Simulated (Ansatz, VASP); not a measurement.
FeRu in VASP and in Ansatz

INCAR

```
PREC = Accurate
ENCUT = 690
EDIFF = 1E-6
ISMEAR = -1
SIGMA = 0.05
LREAL = False
LASPH = True
NELM = 120
ALGO = Normal
ISIF = 2
LWAVE = False
LCHARG = False
NBANDS = 23
GGA_COMPAT = False
```

File KPOINTS:

```
regular mesh
0
Gamma
  12 12 7
```

Contents of POSCAR:

```
FeRu
1.0
    2.5888515596      0.0000000000      0.0000000000
   -1.2944257798      2.2420112172      0.0000000000
    0.0000000000      0.0000000000      3.9871378285
Fe Ru
1 1
Direct
    0.0000000000      0.0000000000      0.5000000000
    0.6666666667      0.3333333333      0.0000000000
```

Input for Ansatz:

```yaml
crystal:
  lattice:
    - [2.5888515596, 0.0, 0.0]
    - [-1.2944257798, 2.2420112172, 0.0]
    - [0.0, 0.0, 3.9871378285]
  atoms:
    - { symbol: Fe, position: [0.0, 0.0, 0.5] }
    - { symbol: Ru, position: [0.6666666667, 0.3333333333, 0.0] }
kpoints:
  mp_grid: { grid: [12, 12, 7] }
scf:
  occupations: { method: fermi_dirac, width: 0.05 }
hamiltonian:
  xc: lda
  pseudopotentials: { kind: paw }
output:
  forces: true
  stress: true
  eigenvalues: true
  write_density: true
  write_potential: true
  elf: true
  volumetric_format: npy
```

Change from the starting cell: volume scaled by 0.94, no spin polarisation, PAW files.

Alike in both runs: task single point; functional LDA; k mesh 12 × 12 × 7; occupations fermi-dirac, width 0.05 eV; no spin polarisation.

```csv
,VASP,Ansatz
version,VASP 6.6.1,Ansatz 0.2.0
potentials or method,"VASP PAW LDA potentials, release 64 (Fe_sv, Ru_sv)","PAW with Ansatz's default frozen-core files, scalar-relativistic"
plane-wave cutoff (eV),690,420
valence electrons in the cell,32,32
```

Ansatz gave:

```
pressure (GPa)                                                : -2.2
traceless stress, the component that is largest in VASP (GPa) : 1.01
```

Which values does VASP return?

Pressure (GPa): -2.2; traceless stress, the component that is largest in VASP (GPa): 0.91.

LDA's correlation is that of Perdew and Zunger in VASP and of Perdew and Wang (1992) in Ansatz.
